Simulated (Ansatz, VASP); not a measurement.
# One calculation of BiTe, two programs

```xyz
2
Lattice="0.0000 3.3321 3.3321 3.3321 0.0000 3.3321 3.3321 3.3321 0.0000" Properties=species:S:1:pos:R:3 pbc="T T T"
Bi    0.0000    0.0000    0.0000
Te    3.3321    3.3321    3.3321
```

Change from the starting cell: strain +0.030 along x and y, +0.030 along z, atoms carried along.

Alike in both runs: task single point; functional PBE; k mesh 14 × 14 × 14; occupations gaussian, width 0.15 eV; no spin polarisation.

|  | VASP | Ansatz |
| --- | --- | --- |
| version | VASP 6.6.1 | Ansatz 0.2.0 |
| potentials or method | VASP PAW PBE potentials, release 64 (Bi_d, Te), cutoff 520 eV | scalar-relativistic, plane waves, PAW |
| valence electrons in the cell | 21 | 31 |

Ansatz gave:

| Item | Value |
| --- | --- |
| gap on the k mesh at the Fermi level (eV) | none |
| pressure (GPa) | -2.9 |

Task: Estimate VASP's values.

Result: gap on the k mesh at the Fermi level (eV): none; pressure (GPa): -3.0.

A gap of «none» marks a metal or a gap that the smearing closes. The functional is the same, so the differences come from potentials, cutoffs and numerics. VASP's potentials hold 21 valence electrons a cell and Ansatz's 31, so a difference there can come from the potentials and not from the codes.

Spin-orbit coupling is off throughout.
